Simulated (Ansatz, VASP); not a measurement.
**Two plane-wave programs on HfB**

The input INCAR:

```
ALGO = Normal ; EDIFF = 1E-6
ENCUT = 520 ; GGA = PS
ISIF = 2 ; ISMEAR = 0
LASPH = True ; LCHARG = False
LREAL = False ; LWAVE = False
NBANDS = 14 ; NELM = 60
PREC = Accurate ; SIGMA = 0.15
```

File KPOINTS:

```
k-points
0
Gamma
  20 20 20
```

POSCAR

```
HfB
1.0
    1.2222988100      3.0557470250      3.0557470250
    3.0557470250      1.2222988100      3.0557470250
    3.0557470250      3.0557470250      1.2222988100
Hf B
1 1
Direct
    0.5000000000      0.5000000000      0.5000000000
    0.0000000000      0.0000000000      0.0000000000
```

Input for Ansatz:

```yaml
crystal:
  lattice:
    - [1.22229881, 3.055747025, 3.055747025]
    - [3.055747025, 1.22229881, 3.055747025]
    - [3.055747025, 3.055747025, 1.22229881]
  atoms:
    - { symbol: Hf, position: [0.5, 0.5, 0.5] }
    - { symbol: B, position: [0.0, 0.0, 0.0] }
basis:
  ecutwfc: 420
kpoints:
  mp_grid: { grid: [20, 20, 20] }
hamiltonian:
  xc: pbesol
scf:
  occupations: { method: gaussian, width: 0.15 }
output:
  forces: true
  stress: true
  eigenvalues: true
```

Alike in both runs: task single point; functional PBEsol; k mesh 20 × 20 × 20; occupations gaussian, width 0.15 eV; no spin polarisation.

|  | VASP | Ansatz |
| --- | --- | --- |
| version | VASP 6.6.1 | Ansatz 0.2.0 |
| potentials or method | VASP PAW PBE potentials, release 64 (Hf_pv, B), cutoff 520 eV | scalar-relativistic, plane waves, PAW |
| valence electrons in the cell | 13 | 29 |

Ansatz gave:

- gap on the k mesh at the Fermi level (eV): none
- pressure (GPa): 26.7
- traceless stress, the component that is largest in VASP (GPa): -21.55

Question: Which values does VASP return?

Answer: gap on the k mesh at the Fermi level (eV): none; pressure (GPa): 26.0; traceless stress, the component that is largest in VASP (GPa): -21.20.

VASP's potentials were made for PBE, not for PBEsol. A gap of «none» marks a metal or a gap that the smearing closes. VASP's potentials hold 13 valence electrons a cell and Ansatz's 29, so a difference there can come from the potentials and not from the codes.

Spin-orbit coupling is off throughout.
